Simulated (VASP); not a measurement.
# K2S (Fm-3m) in VASP: notebook, part 2 of 4

VASP 6.6.1. Earlier steps stand in the parts before.

## (3) Vibrations by perturbation theory, PBEsol

This run uses another cell than the first one, of 25.04 Å³/atom.

File INCAR:

```
SYSTEM = K2S
  PREC = Accurate
  ENCUT = 500
  EDIFF = 1E-8
  ISMEAR = 0
  SIGMA = 0.01
  LREAL = .False.
  LASPH = .True.
  NELM = 120
  ALGO = Normal
  ISIF = 2
  LWAVE = .False.
  LCHARG = .False.
  GGA = PS
  NBANDS = 19
  IBRION = 8
  NSW = 1
  GGA_COMPAT = .False.
```

File KPOINTS:

```
Automatic mesh
0
Gamma
  6 6 6
  0 0 0
```

File POSCAR:

```
K2S
1.0
    3.3487620227      3.3487620227      0.0000000000
   -3.3487620227      3.3487620227      0.0000000000
    0.0000000000      3.3487620227      3.3487620227
K S
2 1
Direct
    0.2500000000      0.7500000000      0.5000000000
    0.7500000000      0.2500000000      0.5000000000
    0.0000000000      0.0000000000      0.0000000000
```

Potentials or basis: VASP PAW PBE potentials, release 64 (K_sv, S).

Started as:

```sh
$ cat potpaw_PBE.64/K_sv/POTCAR potpaw_PBE.64/S/POTCAR > POTCAR
$ mpirun -np 1 vasp_std > vasp.out
```

OUTCAR:

```text
SYSTEM = K2S
   PREC = Accurate
   ENCUT = 500
   EDIFF = 1E-8
   ISMEAR = 0
   LREAL = .False.
   LASPH = .True.
   NELM = 120
   ISIF = 2
   GGA = PS
   IBRION = 8
   NSW = 1

 ion  position               nearest neighbor table
   1  0.250  0.750  0.500-   3 2.90   3 2.90   3 2.90   3 2.90   2 3.35   2 3.35   2 3.35   2 3.35
                             2 3.35   2 3.35
   2  0.750  0.250  0.500-   3 2.90   3 2.90   3 2.90   3 2.90   1 3.35   1 3.35   1 3.35   1 3.35
                             1 3.35   1 3.35
   3  0.000  0.000  0.000-   2 2.90   1 2.90   1 2.90   2 2.90   1 2.90   2 2.90   2 2.90   1 2.90

  LATTYP: Found a face centered cubic cell.
 ALAT       =     6.6975240454

  Lattice vectors:

 A1 = (   0.0000000000,   3.3487620227,   3.3487620227)
 A2 = (   3.3487620227,   0.0000000000,   3.3487620227)
 A3 = (   3.3487620227,   3.3487620227,   0.0000000000)

Analysis of symmetry for initial positions (statically):
=====================================================================
 Subroutine PRICEL returns:
 Original cell was already a primitive cell.

 Routine SETGRP: Setting up the symmetry group for a
 face centered cubic supercell.

 Subroutine GETGRP returns: Found 48 space group operations
 (whereof 48 operations were pure point group operations)
 out of a pool of 48 trial point group operations.

The static configuration has the point symmetry O_h .

Analysis of symmetry for dynamics (positions and initial velocities):
=====================================================================
 Subroutine PRICEL returns:
 Original cell was already a primitive cell.

 Routine SETGRP: Setting up the symmetry group for a
 face centered cubic supercell.

 Subroutine GETGRP returns: Found 48 space group operations
 (whereof 48 operations were pure point group operations)
 out of a pool of 48 trial point group operations.

The dynamic configuration has the point symmetry O_h .

 Subroutine INISYM returns: Found 48 space group operations
 (whereof 48 operations are pure point group operations),
 and found     1 'primitive' translations

----------------------------------------------------------------------------------------

                                     Primitive cell

  volume of cell :      75.1074

  direct lattice vectors                    reciprocal lattice vectors
     3.348762023  3.348762023  0.000000000     0.149308908  0.149308908 -0.149308908
    -3.348762023  3.348762023  0.000000000    -0.149308908  0.149308908 -0.149308908
     0.000000000  3.348762023  3.348762023     0.000000000  0.000000000  0.298617816
[... 135 lines left out ...]
 k-point     1 :       0.0000    0.0000    0.0000
  band No.  band energies     occupation
      1     -27.8343      2.00000
      2     -27.5667      2.00000
      3     -11.6158      2.00000
      4     -11.6158      2.00000
      5     -11.6158      2.00000
      6     -11.0815      2.00000
[... 329 lines left out ...]
      6     -11.1995      2.00000
[... 11 lines left out ...]
     18       9.1716      0.00000
     19       9.7058      0.00000

------------------------ aborting loop because EDIFF is reached ----------------------------------------

  FORCE on cell =-STRESS in cart. coord.  units (eV):
  Direction    XX          YY          ZZ          XY          YZ          ZX
  --------------------------------------------------------------------------------------
  -------------------------------------------------------------------------------------
  Total        4.7913877      4.7913877      4.7913877      0.0000000      0.0000000      0.0000000
  in kB      102.2089767    102.2089767    102.2089767      0.0000000      0.0000000      0.0000000
  external PRESSURE =     102.2089767 kB  Pullay stress =       0.0000000 kB

 VOLUME and BASIS-vectors are now :
 -----------------------------------------------------------------------------
  energy-cutoff  :      500.00
  volume of cell :       75.11
      direct lattice vectors                 reciprocal lattice vectors
     3.348762023  3.348762023  0.000000000     0.149308908  0.149308908 -0.149308908
    -3.348762023  3.348762023  0.000000000    -0.149308908  0.149308908 -0.149308908
     0.000000000  3.348762023  3.348762023     0.000000000  0.000000000  0.298617816

 POSITION                                       TOTAL-FORCE (eV/Angst)
 -----------------------------------------------------------------------------------
     -1.67438      5.02314      1.67438         0.000000      0.000000     -0.000000
      1.67438      5.02314      1.67438        -0.000000     -0.000000      0.000000
      0.00000      0.00000      0.00000        -0.000000      0.000000      0.000000
 -----------------------------------------------------------------------------------
    total drift:                               -0.000000      0.000000     -0.000000

  FREE ENERGIE OF THE ION-ELECTRON SYSTEM (eV)
  ---------------------------------------------------
  free  energy   TOTEN  =        -9.2643864095 eV

  energy  without entropy=       -9.2643864095  energy(sigma->0) =       -9.26438641

[... ionic steps 2 to 9 ...]

--------------------------------------- Ionic step       10  -------------------------------------------

 Free energy of the ion-electron system (eV)
  ---------------------------------------------------
  ---------------------------------------------------
  free energy    TOTEN  =        -0.11412769 eV

  energy without entropy =       -0.11412769

------------------------ aborting loop because EDIFF is reached ----------------------------------------

 INTERNAL STRAIN TENSOR  FOR ION    3  DIRECTION 1   (eV/Angst):
 -----------------------------------------------------------------------------
     0.00661  0.00000 -0.00000
     0.00000  0.00308 -0.00000
     0.00000 -0.00000  0.00308

 INTERNAL STRAIN TENSOR FOR ION    3 for displacements in x,y,z  (eV/Angst):
          X           Y           Z          XY          YZ          ZX
  --------------------------------------------------------------------------------
  x     0.00000     0.00000     0.00000     0.00000     0.00000     0.00000
  y     0.00000     0.00000     0.00000     0.00000     0.00000     0.00000
  z     0.00000     0.00000     0.00000     0.00000     0.00000     0.00000

 SECOND DERIVATIVES (NOT SYMMETRIZED)
 ------------------------------------
               1X          1Y          1Z          2X          2Y          2Z          3X          3Y          3Z
  1X    -3.847902    0.000000   -0.000000    0.833362    0.000000    0.000000    3.014540   -0.000000    0.000000
  1Y    -0.000000   -3.847902    0.000000    0.000000    0.833362    0.000000    0.000000    3.014540   -0.000000
  1Z     0.000000    0.000000   -3.847902    0.000000    0.000000    0.833362   -0.000000   -0.000000    3.014540
  2X     0.833362    0.000000    0.000000   -3.847902    0.000000   -0.000000    3.014540   -0.000000    0.000000
  2Y     0.000000    0.833362    0.000000   -0.000000   -3.847902    0.000000    0.000000    3.014540   -0.000000
  2Z     0.000000    0.000000    0.833362    0.000000    0.000000   -3.847902   -0.000000   -0.000000    3.014540
  3X     3.017523    0.000000   -0.000000    3.017523    0.000000    0.000000   -6.035046   -0.000000    0.000000
  3Y    -0.000000    3.017523    0.000000    0.000000    3.017523    0.000000    0.000000   -6.035046   -0.000000
  3Z     0.000000   -0.000000    3.017523   -0.000000    0.000000    3.017523   -0.000000   -0.000000   -6.035046

 Eigenvectors and eigenvalues of the dynamical matrix
 ----------------------------------------------------

   1 f  =    8.052428 THz    50.594898 2PiTHz  268.600091 cm-1    33.302152 meV
             X         Y         Z           dx          dy          dz
     -1.674381  5.023143  1.674381     0.381191   -0.000000   -0.000000
      1.674381  5.023143  1.674381     0.381191    0.000000    0.000000
      0.000000  0.000000  0.000000    -0.842251   -0.000000    0.000000
[... 43 lines left out ...]
   9 f/i=    0.001808 THz     0.011360 2PiTHz    0.060311 cm-1     0.007478 meV
             X         Y         Z           dx          dy          dz
     -1.674381  5.023143  1.674381    -0.595261   -0.018938   -0.000000
      1.674381  5.023143  1.674381    -0.595261   -0.018938    0.000000
      0.000000  0.000000  0.000000    -0.538812   -0.017142    0.000000

--------------------------------------------------------------------------------------------------------

 ELASTIC MODULI CONTR FROM IONIC RELAXATION (kBar)
 Direction    XX          YY          ZZ          XY          YZ          ZX
 --------------------------------------------------------------------------------
 XX          -0.0000     -0.0000     -0.0000     -0.0000     -0.0000      0.0000
 YY          -0.0000     -0.0000      0.0000      0.0000     -0.0000      0.0000
 ZZ          -0.0000      0.0000     -0.0000     -0.0000     -0.0000     -0.0000
 XY          -0.0000      0.0000     -0.0000   -310.8400     -0.0000     -0.0000
 YZ          -0.0000     -0.0000     -0.0000     -0.0000   -310.8400      0.0000
 ZX           0.0000      0.0000     -0.0000     -0.0000      0.0000   -310.8400
 --------------------------------------------------------------------------------
```

OSZICAR:

```text
N       E                     dE             d eps       ncg     rms          rms(c)
DAV:   1     0.156563825616E+03    0.15656E+03   -0.11001E+04   608   0.109E+03
DAV:   2     0.842967091069E+00   -0.15572E+03   -0.15137E+03   652   0.317E+02
[... 61 lines left out ...]
RMM:  18    -0.114127693506E+00   -0.15101E-09   -0.28766E-07  1986   0.818E-05    0.626E-07
RMM:  19    -0.114127694286E+00   -0.78016E-09   -0.29074E-07  1904   0.817E-05    0.697E-07
RMM:  20    -0.114127693813E+00    0.47304E-09   -0.29282E-07  1830   0.816E-05    0.393E-07
RMM:  21    -0.114127693697E+00    0.11638E-09   -0.29049E-07  1781   0.816E-05    0.362E-07
RMM:  22    -0.114127693704E+00   -0.72359E-11   -0.29187E-07  1748   0.816E-05    0.373E-07
RMM:  23    -0.114127693651E+00    0.52467E-10   -0.29408E-07  1724   0.815E-05    0.367E-07
 Linear response finished
```

Run time: 2.9 min. Hardware: 1 thread of Intel Xeon 6975P-C (Granite Rapids), shared host; peak memory 0.32 GiB.

Results:

```yaml
Highest_phonon_frequency_at_Γ_LO-TO_splitting_left_out: 269 cm⁻¹
```

Phonon frequencies in cm⁻¹ (negative: imaginary):
```
              q point                    frequencies
(0.000, 0.000, 0.000)  0 0 0 180 180 180 269 269 269
```

Caveat: the cell stands under pressure or tension, which shifts response properties; the PAW data sets were made with another functional, which shifts forces and pressure a little.

(Continued in part 3 of 4.)
